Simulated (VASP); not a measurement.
# TiAl3Ni2 (P-3m1) in VASP: further runs

Runs on TiAl3Ni2. Level: PBE. Tasks: relaxation of shape and atoms at fixed volume.

Program: VASP 6.6.1. These are calculated values, not measurements. Logs are shortened: lines on timing, memory, paths and dates and some standing lists are left out, and cuts for length are marked.

## (1) The cell of the first run

The structure is trigonal, space group P-3m1 (No. 164). Conventional cell: a = 4.061 Å, b = 4.061 Å, c = 5.241 Å, α = 90.00°, β = 90.00°, γ = 120.00°. Within 3.5 Å of Ti (site symmetry -3m) lie 8 Al at 2.62 to 2.68 Å and 6 Ni at 2.70 Å. Al (site symmetry 3m) has 5 Ni at 2.35 to 2.64 Å and 3 Ti at 2.68 Å and 3 Al at 2.69 Å within 3.1 Å. Al (site symmetry -3m) has 2 Ti at 2.62 Å and 6 Ni at 2.67 Å and 6 Al at 2.69 Å within 3.5 Å. Within 3.1 Å of Ni (site symmetry 3m) lie 8 Al at 2.35 to 2.67 Å and 3 Ti at 2.70 Å.

## (2) Relaxation of shape and atoms at fixed volume, PBE (12.48 Å³/atom)

Input file INCAR:

```
PREC     = Accurate       # precision mode
ENCUT    = 600            # plane-wave cutoff, eV
EDIFF    = 1E-6           # SCF threshold, eV
ISMEAR   = 0              # smearing method
SIGMA    = 0.1            # smearing width, eV
LREAL    = F              # projectors in reciprocal space
LASPH    = T              # aspherical terms in the spheres
NELM     = 100            # most SCF steps
ALGO     = Fast           # electronic algorithm
ISIF     = 4              # what is computed and relaxed
LWAVE    = F              # write WAVECAR
LCHARG   = F              # write CHGCAR
GGA      = PE             # functional
IBRION   = 2              # ionic algorithm
NSW      = 50             # ionic steps
EDIFFG   = -0.01          # ionic threshold
```

Input file KPOINTS:

```
regular mesh
0
Gamma
  12 12 8
```

Input file POSCAR:

```
TiAl3Ni2
1.0
    4.0612579336      0.0000000280      0.0000000000
   -2.0306289911      3.5171525278      0.0000000000
    0.0000000000      0.0000000000      5.2411743551
Ti Al Ni
1 3 2
Direct
    0.0000000000      0.0000000000      0.5000000000
    0.3333333333      0.6666666667      0.2524705363
    0.6666666667      0.3333333333      0.7475294637
    0.0000000000      0.0000000000      0.0000000000
    0.3333333333      0.6666666667      0.7557327479
    0.6666666667      0.3333333333      0.2442672521
```

Potentials or basis: VASP PAW PBE potentials, release 64 (Ti_sv, Al, Ni).

Started as:

```
> cat potpaw_PBE.64/Ti_sv/POTCAR potpaw_PBE.64/Al/POTCAR potpaw_PBE.64/Ni/POTCAR > POTCAR
> mpirun -np 1 vasp_std > vasp.out
```

OUTCAR:

```text
PREC = Accurate
   ENCUT = 600
   EDIFF = 1E-6
   ISMEAR = 0
   LREAL = F
   LASPH = T
   NELM = 100
   ISIF = 4
   GGA = PE
   IBRION = 2
   NSW = 50
   EDIFFG = -0.01

 ion  position               nearest neighbor table
   1  0.000  0.000  0.500-   4 2.62   4 2.62   2 2.68   3 2.68   3 2.68   2 2.68   3 2.68   2 2.68
                             6 2.70   5 2.70   6 2.70   5 2.70   5 2.70   6 2.70
   2  0.333  0.667  0.252-   6 2.35   6 2.35   6 2.35   5 2.60   5 2.64   1 2.68   1 2.68   1 2.68
                             4 2.69   4 2.69   4 2.69
   3  0.667  0.333  0.748-   5 2.35   5 2.35   5 2.35   6 2.60   6 2.64   1 2.68   1 2.68   1 2.68
                             4 2.69   4 2.69   4 2.69
   4  0.000  0.000  0.000-   1 2.62   1 2.62   6 2.67   5 2.67   6 2.67   5 2.67   6 2.67   5 2.67
                             3 2.69   2 2.69   2 2.69   3 2.69   3 2.69   2 2.69
   5  0.333  0.667  0.756-   3 2.35   3 2.35   3 2.35   2 2.60   2 2.64   4 2.67   4 2.67   4 2.67
                             1 2.70   1 2.70   1 2.70
   6  0.667  0.333  0.244-   2 2.35   2 2.35   2 2.35   3 2.60   3 2.64   4 2.67   4 2.67   4 2.67
                             1 2.70   1 2.70   1 2.70

  LATTYP: Found a hexagonal cell.
 ALAT       =     4.0612579336
 C/A-ratio  =     1.2905297917

  Lattice vectors:

 A1 = (   4.0612579336,   0.0000000280,   0.0000000000)
 A2 = (  -2.0306289911,   3.5171525278,   0.0000000000)
 A3 = (   0.0000000000,   0.0000000000,   5.2411743551)

Analysis of symmetry for initial positions (statically):
=====================================================================
 Subroutine PRICEL returns:
 Original cell was already a primitive cell.

 Routine SETGRP: Setting up the symmetry group for a
 hexagonal supercell.

 Subroutine GETGRP returns: Found 12 space group operations
 (whereof 12 operations were pure point group operations)
 out of a pool of 24 trial point group operations.

The static configuration has the point symmetry D_3d.

Analysis of symmetry for dynamics (positions and initial velocities):
=====================================================================
 Subroutine PRICEL returns:
 Original cell was already a primitive cell.

 Routine SETGRP: Setting up the symmetry group for a
 hexagonal supercell.

 Subroutine GETGRP returns: Found 12 space group operations
 (whereof 12 operations were pure point group operations)
 out of a pool of 24 trial point group operations.
[... 116 lines left out ...]
   ISYM   =      2    0-nonsym 1-usesym 2-fastsym
   POTIM  = 0.5000    time-step for ionic-motion
   TEBEG  =    0.0;   TEEND  =   0.0 temperature during run
   PSTRESS=    0.0 pullay stress
   NELECT =      41.0000    total number of electrons
   NUPDOWN=      -1.0000    fix difference up-down
   EMIN   =  10.00;   EMAX   =-10.00  energy-range for DOS
   EFERMI =   0.00;   METHOD = LEGACY
   ISMEAR =     0;   SIGMA  =   0.10  broadening in eV -4-tet -1-fermi 0-gaus
   EFERMI_NEDOS =   21; number of points for ismear=-14 and -15
   IALGO  =     68    algorithm
   IMIX   =      4    mixing-type and parameters
     AMIX     =   0.40;   BMIX     =  1.00
     AMIX_MAG =   1.60;   BMIX_MAG =  1.00
  volume/ion in A,a.u.               =      12.48        84.20
  Fermi-wavevector in a.u.,A,eV,Ry     =   1.339397  2.531093 24.408639  1.793984
  Thomas-Fermi vector in A             =   2.467792
   LORBIT       =      0    0 simple, 1 ext, 2 COOP (PROOUT), +10 PAW based schemes
   GGA     = PE    functional components
   LHFCALC =     F    Hartree Fock is set to
   AEXX    =    0.0000 exact exchange contribution
   IVDW    =     0    specifies the selected vdW correction
   LEPSILON=     F    determine dielectric tensor
   LRPA    =     F    only Hartree local field effects (RPA)
 conjugate gradient relaxation of ions
 non-spin polarized calculation
 RMM-DIIS sequential band-by-band and
 Gauss-broadening in eV      SIGMA  =   0.10
  energy-cutoff  :      600.00
  volume of cell :       74.87
 maximum number of plane-waves:      2520
   NGX = 17   NGY = 17   NGZ = 21

--------------------------------------- Ionic step        1  -------------------------------------------

 number of electron      41.0000012 magnetization

 Free energy of the ion-electron system (eV)
  ---------------------------------------------------
  ext. energy  EPLUGINS =         0.00000000
  ---------------------------------------------------
  free energy    TOTEN  =       -32.74205762 eV

  energy without entropy =      -32.72644697  energy(sigma->0) =      -32.73425229

------------------------ aborting loop because EDIFF is reached ----------------------------------------

  FORCE on cell =-STRESS in cart. coord.  units (eV):
  Direction    XX          YY          ZZ          XY          YZ          ZX
  --------------------------------------------------------------------------------------
  -------------------------------------------------------------------------------------
  Total        7.4205696      7.4205696      7.0577723     -0.0000000      0.0000000     -0.0000000
  in kB      158.8061960    158.8061960    151.0420387     -0.0000000      0.0000000     -0.0000000
  external PRESSURE =     156.2181436 kB  Pullay stress =       0.0000000 kB
[... 267 lines left out ...]
--------------------------------------- Ionic step        8  -------------------------------------------

 number of electron      41.0000008 magnetization

 Free energy of the ion-electron system (eV)
  ---------------------------------------------------
  ext. energy  EPLUGINS =         0.00000000
  ---------------------------------------------------
  free energy    TOTEN  =       -32.74305995 eV

  energy without entropy =      -32.72718197  energy(sigma->0) =      -32.73512096

 E-fermi :  10.2163     XC(G=0): -11.9697

 val. band max:       10.2153541612   @ k =   0.3333   0.0833   0.2500
 cond. band min:      10.2178429623   @ k =  -0.0000   0.2500   0.2500
 fundamental gap:      0.0024888012
 Fermi energy:        10.2162758333

 k-point     1 :       0.0000    0.0000    0.0000
  band No.  band energies     occupation
      1     -46.4737      2.00000
      2     -22.8180      2.00000
      3     -22.8180      2.00000
      4     -22.7138      2.00000
      5      -0.5931      2.00000
      6       4.1298      2.00000
[... 637 lines left out ...]
     23      11.7282      0.00000
     24      12.1679      0.00000

 [... further k-points ...]

------------------------ aborting loop because EDIFF is reached ----------------------------------------

  FORCE on cell =-STRESS in cart. coord.  units (eV):
  Direction    XX          YY          ZZ          XY          YZ          ZX
  --------------------------------------------------------------------------------------
  -------------------------------------------------------------------------------------
  Total        7.2587814      7.2587814      7.2189177     -0.0000000     -0.0000000      0.0000000
  in kB      155.3437973    155.3437973    154.4906817     -0.0000000     -0.0000000      0.0000000
  external PRESSURE =     155.0594254 kB  Pullay stress =       0.0000000 kB
[... 21 lines left out ...]
  FREE ENERGIE OF THE ION-ELECTRON SYSTEM (eV)
  ---------------------------------------------------
  free  energy   TOTEN  =       -32.7430599463 eV

  energy  without entropy=      -32.7271819750  energy(sigma->0) =      -32.73512096

 reached required accuracy - stopping structural energy minimisation
```

OSZICAR:

```text
N       E                     dE             d eps       ncg     rms          rms(c)
DAV:   1     0.322137731709E+03    0.32214E+03   -0.20360E+04  6288   0.212E+03
DAV:   2    -0.746674853020E+01   -0.32960E+03   -0.32609E+03  6288   0.474E+02
DAV:   3    -0.361236808669E+02   -0.28657E+02   -0.28292E+02 10816   0.141E+02
DAV:   4    -0.376928628766E+02   -0.15692E+01   -0.15655E+01  9208   0.280E+01
[... 74 lines left out ...]
RMM:   2    -0.327430637282E+02    0.54480E-05   -0.37773E-04  7040   0.213E-01    0.304E-02
RMM:   3    -0.327430668145E+02   -0.30863E-05   -0.17612E-04  7543   0.132E-01    0.284E-02
RMM:   4    -0.327430589283E+02    0.78862E-05   -0.68223E-05  6897   0.908E-02    0.845E-03
RMM:   5    -0.327430598988E+02   -0.97052E-06   -0.22545E-05  8107   0.337E-02    0.470E-03
RMM:   6    -0.327430599463E+02   -0.47502E-07   -0.71732E-06  7136   0.200E-02
   8 F= -.32743060E+02 E0= -.32735121E+02  d E =-.127878E-03
```

It took 8.7 min on 1 thread of Intel Xeon 6975P-C (Granite Rapids), shared host; peak memory 0.44 GiB.

Results:

| Property | Result |
| --- | --- |
| Free energy | -32.7431 eV |
| Energy gained by relaxing | 0.2 meV/atom |
| Ionic steps | 8 |
| Pressure after relaxing | 15.5 GPa |
| Largest force after relaxing | 0.006 eV/Å |
| Band gap on the k mesh | zero (an odd number of electrons rules out a gap without spin polarisation) |

Forces on the atoms (eV/Å):
```
Ti   0.000  0.000  0.000
Al   0.000  0.000 -0.004
Al   0.000  0.000  0.004
Al   0.000  0.000  0.000
Ni   0.000  0.000  0.006
Ni   0.000  0.000 -0.006
```

The path:
| step | energy change (eV) | largest force (eV/Å) | pressure (GPa) | volume (Å³) |
| --- | --- | --- | --- | --- |
| 1 | 0.0000 | 0.0471 | 15.62 | 74.87 |
| 2 | -0.0006 | 0.0328 | 15.49 | 74.87 |
| 3 | -0.0006 | 0.0296 | 15.48 | 74.87 |
| 4 | -0.0006 | 0.0283 | 15.48 | 74.87 |
| 5 | -0.0007 | 0.0205 | 15.48 | 74.87 |
| 6 | -0.0009 | 0.0213 | 15.47 | 74.87 |
| 7 | -0.0009 | 0.0135 | 15.45 | 74.87 |
| 8 | -0.0010 | 0.0060 | 15.51 | 74.87 |

Final structure:
```yaml
crystal:
  lattice:
    - [4.06467, 0.00000, 0.00000]
    - [-2.03234, 3.52011, 0.00000]
    - [0.00000, 0.00000, 5.23237]
  atoms:
    - { symbol: Ti, position: [0.00000, 0.00000, 0.50000] }
    - { symbol: Al, position: [0.33333, 0.66667, 0.25376] }
    - { symbol: Al, position: [0.66667, 0.33333, 0.74625] }
    - { symbol: Al, position: [0.00000, 0.00000, 0.00000] }
    - { symbol: Ni, position: [0.33333, 0.66667, 0.75810] }
    - { symbol: Ni, position: [0.66667, 0.33333, 0.24190] }
```

Spin polarisation is off, so any magnetic state and its effect on volume and gap are missing.

## (3) Relaxation of shape and atoms at fixed volume, PBE (12.89 Å³/atom)

This run uses another cell than the first one, of 12.89 Å³/atom.

Input file INCAR:

```
  PREC = Accurate
  ENCUT = 600
  EDIFF = 1E-6
  ISMEAR = 0
  SIGMA = 0.1
  LREAL = F
  LASPH = T
  NELM = 80
  ALGO = Fast
  ISIF = 4
  LWAVE = F
  LCHARG = F
  GGA = PE
  IBRION = 2
  NSW = 50
  EDIFFG = -0.01
```

Input file KPOINTS:

```
Automatic mesh
0
Gamma
  12 12 8
```

Input file POSCAR:

```
TiAl3Ni2
1.0
    4.1015055676      0.0000000283      0.0000000000
   -2.0507528083      3.5520080011      0.0000000000
    0.0000000000      0.0000000000      5.3082284253
Ti Al Ni
1 3 2
Direct
    0.0000000000      0.0000000000      0.5000000000
    0.3333333333      0.6666666667      0.2528941912
    0.6666666667      0.3333333333      0.7471058088
    0.0000000000      0.0000000000      0.0000000000
    0.3333333333      0.6666666667      0.7544581362
    0.6666666667      0.3333333333      0.2455418638
```

Potentials or basis: VASP PAW PBE potentials, release 64 (Ti_sv, Al, Ni).

Started as:

```
> cat potpaw_PBE.64/Ti_sv/POTCAR potpaw_PBE.64/Al/POTCAR potpaw_PBE.64/Ni/POTCAR > POTCAR
> mpirun -np 1 vasp_std > vasp.out
```

OUTCAR:

```text
PREC = Accurate
   ENCUT = 600
   EDIFF = 1E-6
   ISMEAR = 0
   LREAL = F
   LASPH = T
   NELM = 80
   ISIF = 4
   GGA = PE
   IBRION = 2
   NSW = 50
   EDIFFG = -0.01

 ion  position               nearest neighbor table
   1  0.000  0.000  0.500-   4 2.65   4 2.65   2 2.71   3 2.71   2 2.71   3 2.71   3 2.71   2 2.71
                             6 2.73   5 2.73   6 2.73   5 2.73   6 2.73   5 2.73
   2  0.333  0.667  0.253-   6 2.37   6 2.37   6 2.37   5 2.65   5 2.66   1 2.71   1 2.71   1 2.71
                             4 2.72   4 2.72   4 2.72
   3  0.667  0.333  0.747-   5 2.37   5 2.37   5 2.37   6 2.65   6 2.66   1 2.71   1 2.71   1 2.71
                             4 2.72   4 2.72   4 2.72
   4  0.000  0.000  0.000-   1 2.65   1 2.65   6 2.70   5 2.70   5 2.70   6 2.70   6 2.70   5 2.70
                             3 2.72   2 2.72   2 2.72   3 2.72   2 2.72   3 2.72
[... 488 lines left out ...]
  energy without entropy =      -32.91815201  energy(sigma->0) =      -32.92632966

 E-fermi :   9.8100     XC(G=0): -11.8171

 val. band max:        9.8040912018   @ k =   0.3333   0.0833   0.2500
 cond. band min:       9.8138668840   @ k =  -0.0833   0.3333   0.3750
 fundamental gap:      0.0097756823
 Fermi energy:         9.8099841346

 k-point     1 :       0.0000    0.0000    0.0000
  band No.  band energies     occupation
      1     -46.9601      2.00000
      2     -23.2932      2.00000
      3     -23.2932      2.00000
      4     -23.1871      2.00000
      5      -0.7948      2.00000
      6       3.8038      2.00000
[... 637 lines left out ...]
     23      11.2831      0.00000
     24      11.7018      0.00000

 [... further k-points ...]

------------------------ aborting loop because EDIFF is reached ----------------------------------------

  FORCE on cell =-STRESS in cart. coord.  units (eV):
  Direction    XX          YY          ZZ          XY          YZ          ZX
  --------------------------------------------------------------------------------------
  -------------------------------------------------------------------------------------
  Total        4.5826913      4.5826913      4.5394950      0.0000000      0.0000000     -0.0000000
  in kB       94.9433044     94.9433044     94.0483721      0.0000000      0.0000000     -0.0000000
  external PRESSURE =      94.6449937 kB  Pullay stress =       0.0000000 kB
[... 21 lines left out ...]
  FREE ENERGIE OF THE ION-ELECTRON SYSTEM (eV)
  ---------------------------------------------------
  free  energy   TOTEN  =       -32.9345073014 eV

  energy  without entropy=      -32.9181520111  energy(sigma->0) =      -32.92632966

 reached required accuracy - stopping structural energy minimisation
```

Run time: 70 min. Hardware: 1 thread of Intel Xeon 8259CL, shared host; peak memory 0.49 GiB.

Results:

| Item | Value |
| --- | --- |
| Free energy | -32.9345 eV |
| Energy gained by relaxing | 2.7 meV/atom |
| Ionic steps | 8 |
| Pressure after relaxing | 9.5 GPa |
| Band gap on the k mesh | zero (an odd number of electrons rules out a gap without spin polarisation) |

The path:
| step | energy change (eV) | largest force (eV/Å) | pressure (GPa) | volume (Å³) |
| --- | --- | --- | --- | --- |
| 1 | 0.0000 | 0.0369 | 8.81 | 77.33 |
| 2 | -0.0160 | 0.0338 | 9.49 | 77.33 |
| 3 | -0.0160 | 0.0351 | 9.55 | 77.33 |
| 4 | -0.0161 | 0.0257 | 9.52 | 77.33 |
| 5 | -0.0162 | 0.0141 | 9.49 | 77.33 |
| 6 | -0.0162 | 0.0158 | 9.57 | 77.33 |
| 7 | -0.0163 | 0.0126 | 9.43 | 77.33 |
| 8 | -0.0163 | 0.0018 | 9.46 | 77.33 |

Final structure:
```cif
data_structure
_symmetry_space_group_name_H-M 'P 1'
_symmetry_Int_Tables_number 1
_cell_length_a 4.1051
_cell_length_b 4.1051
_cell_length_c 5.2990
_cell_angle_alpha 90.000
_cell_angle_beta 90.000
_cell_angle_gamma 120.000
_cell_volume 77.33
loop_
_atom_site_label
_atom_site_type_symbol
_atom_site_fract_x
_atom_site_fract_y
_atom_site_fract_z
_atom_site_occupancy
Ti1 Ti 0.00000 0.00000 0.50000 1
Al1 Al 0.33333 0.66667 0.25338 1
Al2 Al 0.66667 0.33333 0.74662 1
Al3 Al 0.00000 0.00000 0.00000 1
Ni1 Ni 0.33333 0.66667 0.75656 1
Ni2 Ni 0.66667 0.33333 0.24344 1
```

Spin polarisation is off, so any magnetic state and its effect on volume and gap are missing.
